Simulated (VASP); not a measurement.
# CdSe (Fm-3m) in VASP: notebook

The runs below take CdSe through single point, with LDA, PBEsol.

All numbers are computed with VASP 6.6.1; they aren't measurements. Logs are shortened: lines on timing, memory, paths and dates and some standing lists are left out, and cuts for length are marked.

### Step 1. The cell of the first run

The structure is cubic, space group Fm-3m (No. 225). The conventional cell has a = 5.631 Å, b = 5.631 Å, c = 5.631 Å, α = 90.00°, β = 90.00°, γ = 90.00°. Within 3.7 Å of Cd (site symmetry m-3m) lie 6 Se at 2.82 Å. Within 3.7 Å of Se (site symmetry m-3m) lie 6 Cd at 2.82 Å.

### Step 2. Single point, LDA

Contents of INCAR:

```
ALGO = Normal
EDIFF = 1E-6
ENCUT = 520
ISIF = 2
ISMEAR = -1
LASPH = T
LCHARG = F
LREAL = F
LWAVE = F
NBANDS = 16
NELM = 80
PREC = Accurate
SIGMA = 0.05
```

Contents of KPOINTS:

```
k-points
0
Gamma
  8 8 8
```

Contents of POSCAR:

```
CdSe
1.0
    0.0000000000      2.8152893338      2.8152893338
    2.8152893338      0.0000000000      2.8152893338
    2.8152893338      2.8152893338      0.0000000000
Cd Se
1 1
Direct
    0.0000000000      0.0000000000      0.0000000000
    0.5000000000      0.5000000000      0.5000000000
```

Potentials or basis: VASP PAW LDA potentials, release 64 (Cd, Se).

On the command line:

```
$ cat potpaw_LDA.64/Cd/POTCAR potpaw_LDA.64/Se/POTCAR > POTCAR
$ mpirun -np 1 vasp_std > vasp.out
```

OUTCAR:

```text
EDIFF = 1E-6
   ENCUT = 520
   ISIF = 2
   ISMEAR = -1
   LASPH = T
   LREAL = F
   NELM = 80
   PREC = Accurate

 ion  position               nearest neighbor table
   1  0.000  0.000  0.000-   2 2.82   2 2.82   2 2.82   2 2.82   2 2.82   2 2.82
   2  0.500  0.500  0.500-   1 2.82   1 2.82   1 2.82   1 2.82   1 2.82   1 2.82

  LATTYP: Found a face centered cubic cell.
 ALAT       =     5.6305786676

  Lattice vectors:

 A1 = (   0.0000000000,   2.8152893338,   2.8152893338)
 A2 = (   2.8152893338,   0.0000000000,   2.8152893338)
 A3 = (   2.8152893338,   2.8152893338,   0.0000000000)

Analysis of symmetry for initial positions (statically):
=====================================================================
 Subroutine PRICEL returns:
 Original cell was already a primitive cell.

 Routine SETGRP: Setting up the symmetry group for a
 face centered cubic supercell.

 Subroutine GETGRP returns: Found 48 space group operations
 (whereof 48 operations were pure point group operations)
 out of a pool of 48 trial point group operations.

The static configuration has the point symmetry O_h .

Analysis of symmetry for dynamics (positions and initial velocities):
=====================================================================
 Subroutine PRICEL returns:
 Original cell was already a primitive cell.

 Routine SETGRP: Setting up the symmetry group for a
 face centered cubic supercell.

 Subroutine GETGRP returns: Found 48 space group operations
 (whereof 48 operations were pure point group operations)
 out of a pool of 48 trial point group operations.

The dynamic configuration has the point symmetry O_h .

 Subroutine INISYM returns: Found 48 space group operations
 (whereof 48 operations are pure point group operations),
 and found     1 'primitive' translations

----------------------------------------------------------------------------------------

                                     Primitive cell

  volume of cell :      44.6271

  direct lattice vectors                    reciprocal lattice vectors
     0.000000000  2.815289334  2.815289334    -0.177601639  0.177601639  0.177601639
     2.815289334  0.000000000  2.815289334     0.177601639 -0.177601639  0.177601639
     2.815289334  2.815289334  0.000000000     0.177601639  0.177601639 -0.177601639

  length of vectors
     3.981420358  3.981420358  3.981420358     0.307615062  0.307615062  0.307615062

[... 79 lines left out ...]
   NELM   =     80;   NELMIN=  2; NELMDL= -5     # of ELM steps
   EDIFF  = 0.1E-05   stopping-criterion for ELM
   LREAL  =      F    real-space projection
   EDIFFG = 0.1E-04   stopping-criterion for IOM
   NSW    =      0    number of steps for IOM
   IBRION =     -1    ionic relax: 0-MD 1-quasi-New 2-CG
   NFREE  =      0    steps in history (QN), initial steepest desc. (CG)
   ISIF   =      2    stress and relaxation
   ISYM   =      2    0-nonsym 1-usesym 2-fastsym
   POTIM  = 0.5000    time-step for ionic-motion
   TEBEG  =    0.0;   TEEND  =   0.0 temperature during run
   PSTRESS=    0.0 pullay stress
   NELECT =      18.0000    total number of electrons
   NUPDOWN=      -1.0000    fix difference up-down
   EMIN   =  10.00;   EMAX   =-10.00  energy-range for DOS
   EFERMI =   0.00;   METHOD = LEGACY
   ISMEAR =    -1;   SIGMA  =   0.05  broadening in eV -4-tet -1-fermi 0-gaus
   EFERMI_NEDOS =   21; number of points for ismear=-14 and -15
   IALGO  =     38    algorithm
   IMIX   =      4    mixing-type and parameters
     AMIX     =   0.40;   BMIX     =  1.00
     AMIX_MAG =   1.60;   BMIX_MAG =  1.00
  volume/ion in A,a.u.               =      22.31       150.58
  Fermi-wavevector in a.u.,A,eV,Ry     =   1.209575  2.285764 19.906283  1.463071
  Thomas-Fermi vector in A             =   2.345148
   LORBIT       =      0    0 simple, 1 ext, 2 COOP (PROOUT), +10 PAW based schemes
   GGA     = CA    functional components
   LHFCALC =     F    Hartree Fock is set to
   AEXX    =    0.0000 exact exchange contribution
   IVDW    =     0    specifies the selected vdW correction
   LEPSILON=     F    determine dielectric tensor
   LRPA    =     F    only Hartree local field effects (RPA)
 non-spin polarized calculation
  energy-cutoff  :      520.00
  volume of cell :       44.63
 maximum number of plane-waves:      1243
 NGX is ok and might be reduce to    30
   NGX = 15   NGY = 15   NGZ = 15

 number of electron      17.9999994 magnetization

 Free energy of the ion-electron system (eV)
  ---------------------------------------------------
  ext. energy  EPLUGINS =         0.00000000
  ---------------------------------------------------
  free energy    TOTEN  =        -6.59323237 eV

  energy without entropy =       -6.58943928  energy(sigma->0) =       -6.59133582

 E-fermi :   2.8401     XC(G=0): -10.6173

 val. band max:        2.7458672488   @ k =  -0.2500   0.1250   0.0000
 cond. band min:       2.8573234649   @ k =   0.0000   0.0000   0.0000
 fundamental gap:      0.1114562161
 Fermi energy:         2.8400815310

 k-point     1 :       0.0000    0.0000    0.0000
  band No.  band energies     occupation
      1     -10.5692      2.00000
      2      -5.3075      2.00000
      3      -5.3075      2.00000
      4      -5.2865      2.00000
      5      -5.2865      2.00000
      6      -5.2865      2.00000
[... 433 lines left out ...]
      3      -5.3696      2.00000
      4      -5.3363      2.00000
      5      -5.1062      2.00000
      6      -5.0372      2.00000
[... 8 lines left out ...]
     15      14.0514      0.00000
     16      16.9125      0.00000

 [... further k-points ...]

------------------------ aborting loop because EDIFF is reached ----------------------------------------

  FORCE on cell =-STRESS in cart. coord.  units (eV):
  Direction    XX          YY          ZZ          XY          YZ          ZX
  --------------------------------------------------------------------------------------
  -------------------------------------------------------------------------------------
  Total       -0.5485494     -0.5485494     -0.5485494      0.0000000      0.0000000     -0.0000000
  in kB      -19.6936956    -19.6936956    -19.6936956      0.0000000      0.0000000     -0.0000000
  external PRESSURE =     -19.6936956 kB  Pullay stress =       0.0000000 kB

 VOLUME and BASIS-vectors are now :
 -----------------------------------------------------------------------------
  energy-cutoff  :      520.00
  volume of cell :       44.63
      direct lattice vectors                 reciprocal lattice vectors
     0.000000000  2.815289334  2.815289334    -0.177601639  0.177601639  0.177601639
     2.815289334  0.000000000  2.815289334     0.177601639 -0.177601639  0.177601639
     2.815289334  2.815289334  0.000000000     0.177601639  0.177601639 -0.177601639

 POSITION                                       TOTAL-FORCE (eV/Angst)
 -----------------------------------------------------------------------------------
      0.00000      0.00000      0.00000         0.000000      0.000000      0.000000
      2.81529      2.81529      2.81529        -0.000000     -0.000000     -0.000000
 -----------------------------------------------------------------------------------
    total drift:                               -0.000000      0.000000      0.000000

  FREE ENERGIE OF THE ION-ELECTRON SYSTEM (eV)
  ---------------------------------------------------
  free  energy   TOTEN  =        -6.5932323685 eV

  energy  without entropy=       -6.5894392771  energy(sigma->0) =       -6.59133582
```

OSZICAR:

```text
N       E                     dE             d eps       ncg     rms          rms(c)
DAV:   1     0.109057401315E+03    0.10906E+03   -0.92373E+03   952   0.105E+03
DAV:   2    -0.317766930517E+01   -0.11224E+03   -0.10396E+03  1104   0.258E+02
DAV:   3    -0.698954220086E+01   -0.38119E+01   -0.38034E+01  1144   0.491E+01
DAV:   4    -0.700124099631E+01   -0.11699E-01   -0.11698E-01  1088   0.273E+00
DAV:   5    -0.700129038255E+01   -0.49386E-04   -0.49387E-04  1208   0.159E-01    0.609E+00
DAV:   6    -0.662627933356E+01    0.37501E+00   -0.55739E-01  1224   0.962E+00    0.507E+00
DAV:   7    -0.659704185566E+01    0.29237E-01   -0.10675E-01  1088   0.239E+00    0.233E+00
DAV:   8    -0.659352136162E+01    0.35205E-02   -0.11980E-02  1032   0.134E+00    0.219E-01
DAV:   9    -0.659325051039E+01    0.27085E-03   -0.11429E-03  1176   0.461E-01    0.322E-02
DAV:  10    -0.659323001826E+01    0.20492E-04   -0.12911E-04  1072   0.155E-01    0.275E-02
DAV:  11    -0.659323251011E+01   -0.24918E-05   -0.11170E-05  1032   0.319E-02    0.147E-02
DAV:  12    -0.659323236851E+01    0.14160E-06   -0.75150E-07   576   0.123E-02
   1 F= -.65932324E+01 E0= -.65913358E+01  d E =-.379309E-02
```

Run time: 17 s. Hardware: 1 thread of Intel Xeon Platinum 8259CL at 2.50GHz (Skylake/Cascade Lake), shared host; peak memory 0.16 GiB.

What came out:

```
Free energy            : -6.5932 eV
Pressure               : -2.0 GPa
Band gap on the k mesh : zero (band 9 reaches 2.75 eV, above the bottom of band 10 at 2.09 eV)
```

Levels at points of the mesh, in eV from the Fermi level:
```
           k point  band 5  band 6  band 7  band 8  band 9  band 10  band 11  band 12  band 13  band 14
(0.00, 0.00, 0.00)   -8.13   -8.13   -0.80   -0.80   -0.80     0.02     8.59     8.59     8.59     9.78
(0.50, 0.00, 0.00)   -7.96   -7.96   -5.40   -0.12   -0.12     2.74     5.03     5.03     6.13    11.26
(0.50, 0.50, 0.00)   -7.90   -7.32   -4.61   -2.39   -2.39    -0.75     5.24     9.89    10.45    10.45
```

### Step 3. Single point, PBEsol

Contents of INCAR:

```
ALGO     = Normal         # electronic algorithm
EDIFF    = 1E-7           # SCF threshold, eV
ENCUT    = 520            # plane-wave cutoff, eV
GGA      = PS             # functional
ISIF     = 2              # what is computed and relaxed
ISMEAR   = -1             # smearing method
LASPH    = True           # aspherical terms in the spheres
LCHARG   = False          # write CHGCAR
LREAL    = False          # projectors in reciprocal space
LWAVE    = False          # write WAVECAR
NBANDS   = 16             # bands
NELM     = 100            # most SCF steps
PREC     = Accurate       # precision mode
SIGMA    = 0.05           # smearing width, eV
```

KPOINTS is that of step 2.

POSCAR is that of step 2.

Potentials or basis: VASP PAW PBE potentials, release 64 (Cd, Se).

On the command line:

```
$ cat potpaw_PBE.64/Cd/POTCAR potpaw_PBE.64/Se/POTCAR > POTCAR
$ mpirun -np 1 vasp_std > vasp.out
```

OUTCAR:

```text
EDIFF = 1E-7
   ENCUT = 520
   GGA = PS
   ISIF = 2
   ISMEAR = -1
   LASPH = True
   LREAL = False
   NELM = 100
   PREC = Accurate

 ion  position               nearest neighbor table
   1  0.000  0.000  0.000-   2 2.82   2 2.82   2 2.82   2 2.82   2 2.82   2 2.82
   2  0.500  0.500  0.500-   1 2.82   1 2.82   1 2.82   1 2.82   1 2.82   1 2.82

  LATTYP: Found a face centered cubic cell.
 ALAT       =     5.6305786676

  Lattice vectors:

 A1 = (   0.0000000000,   2.8152893338,   2.8152893338)
 A2 = (   2.8152893338,   0.0000000000,   2.8152893338)
 A3 = (   2.8152893338,   2.8152893338,   0.0000000000)

Analysis of symmetry for initial positions (statically):
=====================================================================
 Subroutine PRICEL returns:
 Original cell was already a primitive cell.

 Routine SETGRP: Setting up the symmetry group for a
 face centered cubic supercell.

 Subroutine GETGRP returns: Found 48 space group operations
 (whereof 48 operations were pure point group operations)
 out of a pool of 48 trial point group operations.

The static configuration has the point symmetry O_h .

Analysis of symmetry for dynamics (positions and initial velocities):
=====================================================================
 Subroutine PRICEL returns:
 Original cell was already a primitive cell.

 Routine SETGRP: Setting up the symmetry group for a
 face centered cubic supercell.

 Subroutine GETGRP returns: Found 48 space group operations
 (whereof 48 operations were pure point group operations)
 out of a pool of 48 trial point group operations.

The dynamic configuration has the point symmetry O_h .

 Subroutine INISYM returns: Found 48 space group operations
 (whereof 48 operations are pure point group operations),
 and found     1 'primitive' translations

----------------------------------------------------------------------------------------

                                     Primitive cell

[... 109 lines left out ...]
     AMIX     =   0.40;   BMIX     =  1.00
     AMIX_MAG =   1.60;   BMIX_MAG =  1.00
  volume/ion in A,a.u.               =      22.31       150.58
  Fermi-wavevector in a.u.,A,eV,Ry     =   1.209575  2.285764 19.906283  1.463071
  Thomas-Fermi vector in A             =   2.345148
   LORBIT       =      0    0 simple, 1 ext, 2 COOP (PROOUT), +10 PAW based schemes
   GGA     = PS    functional components
   LHFCALC =     F    Hartree Fock is set to
   AEXX    =    0.0000 exact exchange contribution
   IVDW    =     0    specifies the selected vdW correction
   LEPSILON=     F    determine dielectric tensor
   LRPA    =     F    only Hartree local field effects (RPA)
 non-spin polarized calculation
  energy-cutoff  :      520.00
  volume of cell :       44.63
 maximum number of plane-waves:      1243
 NGX is ok and might be reduce to    30
   NGX = 15   NGY = 15   NGZ = 15

 number of electron      17.9999992 magnetization

 Free energy of the ion-electron system (eV)
  ---------------------------------------------------
  ext. energy  EPLUGINS =         0.00000000
  ---------------------------------------------------
  free energy    TOTEN  =        -5.99127031 eV

  energy without entropy =       -5.98856161  energy(sigma->0) =       -5.98991596

 E-fermi :   2.8013     XC(G=0): -10.4852

 val. band max:        2.6918044134   @ k =  -0.2500   0.1250   0.0000
 cond. band min:       2.9102947170   @ k =   0.0000   0.0000   0.0000
 fundamental gap:      0.2184903037
 Fermi energy:         2.8013424082

 k-point     1 :       0.0000    0.0000    0.0000
  band No.  band energies     occupation
      1     -10.6099      2.00000
      2      -5.3183      2.00000
      3      -5.3183      2.00000
      4      -5.2988      2.00000
      5      -5.2988      2.00000
      6      -5.2988      2.00000
[... 433 lines left out ...]
      3      -5.3841      2.00000
      4      -5.3504      2.00000
      5      -5.1187      2.00000
      6      -5.0496      2.00000
[... 8 lines left out ...]
     15      14.0344      0.00000
     16      16.8532      0.00000

 [... further k-points ...]

------------------------ aborting loop because EDIFF is reached ----------------------------------------

  FORCE on cell =-STRESS in cart. coord.  units (eV):
  Direction    XX          YY          ZZ          XY          YZ          ZX
  --------------------------------------------------------------------------------------
  -------------------------------------------------------------------------------------
  Total        0.0998137      0.0998137      0.0998137     -0.0000000     -0.0000000      0.0000000
  in kB        3.5834541      3.5834541      3.5834541     -0.0000000     -0.0000000      0.0000000
  external PRESSURE =       3.5834541 kB  Pullay stress =       0.0000000 kB

 VOLUME and BASIS-vectors are now :
 -----------------------------------------------------------------------------
  energy-cutoff  :      520.00
  volume of cell :       44.63
      direct lattice vectors                 reciprocal lattice vectors
     0.000000000  2.815289334  2.815289334    -0.177601639  0.177601639  0.177601639
     2.815289334  0.000000000  2.815289334     0.177601639 -0.177601639  0.177601639
     2.815289334  2.815289334  0.000000000     0.177601639  0.177601639 -0.177601639

 POSITION                                       TOTAL-FORCE (eV/Angst)
 -----------------------------------------------------------------------------------
      0.00000      0.00000      0.00000         0.000000      0.000000      0.000000
      2.81529      2.81529      2.81529         0.000000     -0.000000      0.000000
 -----------------------------------------------------------------------------------
    total drift:                               -0.000000      0.000000      0.000000

  FREE ENERGIE OF THE ION-ELECTRON SYSTEM (eV)
  ---------------------------------------------------
  free  energy   TOTEN  =        -5.9912703106 eV

  energy  without entropy=       -5.9885616057  energy(sigma->0) =       -5.98991596
```

OSZICAR:

```text
N       E                     dE             d eps       ncg     rms          rms(c)
DAV:   1     0.107610034777E+03    0.10761E+03   -0.92553E+03   952   0.105E+03
DAV:   2    -0.270509212453E+01   -0.11032E+03   -0.10251E+03  1104   0.256E+02
DAV:   3    -0.639453814482E+01   -0.36894E+01   -0.36812E+01  1144   0.483E+01
DAV:   4    -0.640499907980E+01   -0.10461E-01   -0.10460E-01  1096   0.259E+00
DAV:   5    -0.640504136271E+01   -0.42283E-04   -0.42283E-04  1200   0.147E-01    0.583E+00
DAV:   6    -0.601972269941E+01    0.38532E+00   -0.60030E-01  1232   0.103E+01    0.496E+00
DAV:   7    -0.599369874105E+01    0.26024E-01   -0.11426E-01  1064   0.246E+00    0.241E+00
DAV:   8    -0.599148119817E+01    0.22175E-02   -0.13266E-02  1048   0.140E+00    0.202E-01
DAV:   9    -0.599127534641E+01    0.20585E-03   -0.11914E-03  1152   0.461E-01    0.394E-02
DAV:  10    -0.599126490529E+01    0.10441E-04   -0.13270E-04  1064   0.157E-01    0.308E-02
DAV:  11    -0.599127046064E+01   -0.55553E-05   -0.14222E-05  1104   0.387E-02    0.163E-02
DAV:  12    -0.599127039542E+01    0.65216E-07   -0.13075E-06  1032   0.163E-02    0.315E-03
DAV:  13    -0.599127031065E+01    0.84774E-07   -0.32179E-07  1016   0.319E-03
   1 F= -.59912703E+01 E0= -.59899160E+01  d E =-.270870E-02
```

stdout:

```text
POSCAR found type information on POSCAR CdSe
 POSCAR found :  2 types and       2 ions
 scaLAPACK will be used
 -----------------------------------------------------------------------------
|                                                                             |
|                                                                             |
|     You enforced a specific xc type in the INCAR file but a different       |
|     I HOPE YOU KNOW WHAT YOU ARE DOING!                                     |
|                                                                             |
 -----------------------------------------------------------------------------

 LDA part: xc-table for (Slater+PW92), standard interpolation
 POSCAR, INCAR and KPOINTS ok, starting setup
 FFT: planning ... GRIDC
 FFT: planning ... GRID_SOFT
 FFT: planning ... GRID
 WAVECAR not read
 entering main loop
```

Wall time 21 s (1 thread of Intel Xeon Platinum 8259CL at 2.50GHz (Skylake/Cascade Lake), shared host); peak memory 0.17 GiB.

Results:

* Free energy: -5.9913 eV
* Pressure: 0.4 GPa
* Band gap on the k mesh: zero (band 9 reaches 2.69 eV, above the bottom of band 10 at 2.14 eV)

Caveat: the PAW data sets were made with another functional, which shifts forces and pressure a little.

### Step 4. Single point, LDA

This run uses another cell than the first one, of 22.79 Å³/atom, 1.021 times its volume.

Contents of INCAR:

```
SYSTEM = CdSe
PREC = Accurate ; ENCUT = 520
EDIFF = 1E-7 ; ISMEAR = -1
SIGMA = 0.05 ; LREAL = .False.
LASPH = .True. ; NELM = 60
ALGO = Normal ; ISIF = 2
LWAVE = .False. ; LCHARG = .False.
NBANDS = 16
```

Contents of KPOINTS:

```
regular mesh
0
Gamma
  8 8 8
  0 0 0
```

Contents of POSCAR:

```
CdSe
1.0
    0.0000000000      2.8351159683      2.8351159683
    2.8351159683      0.0000000000      2.8351159683
    2.8351159683      2.8351159683      0.0000000000
Cd Se
1 1
Direct
    0.0000000000      0.0000000000      0.0000000000
    0.5000000000      0.5000000000      0.5000000000
```

Potentials or basis: VASP PAW LDA potentials, release 64 (Cd, Se).

On the command line:

```
$ cat potpaw_LDA.64/Cd/POTCAR potpaw_LDA.64/Se/POTCAR > POTCAR
$ mpirun -np 1 vasp_std > vasp.out
```

It took 18 s on 1 thread of Intel Xeon Platinum 8259CL at 2.50GHz (Skylake/Cascade Lake), shared host; peak memory 0.16 GiB.

The run converged. Its results:

```yaml
Free_energy: -6.5775 eV
Pressure: -3.3 GPa
Band_gap_on_the_k_mesh: zero (band 9 reaches 2.54 eV, above the bottom of band 10 at 1.89 eV)
```

Levels at points of the mesh, in eV from the Fermi level:
```csv
k point,band 7,band 8,band 9,band 10,band 11,band 12
"(0.00, 0.00, 0.00)",-0.76,-0.76,-0.76,-0.07,8.57,8.57
"(0.50, 0.00, 0.00)",-5.29,-0.12,-0.12,2.76,5.04,5.04
"(0.50, 0.50, 0.00)",-4.47,-2.31,-2.31,-0.74,5.28,9.74
```

[end of part 1 of 2]
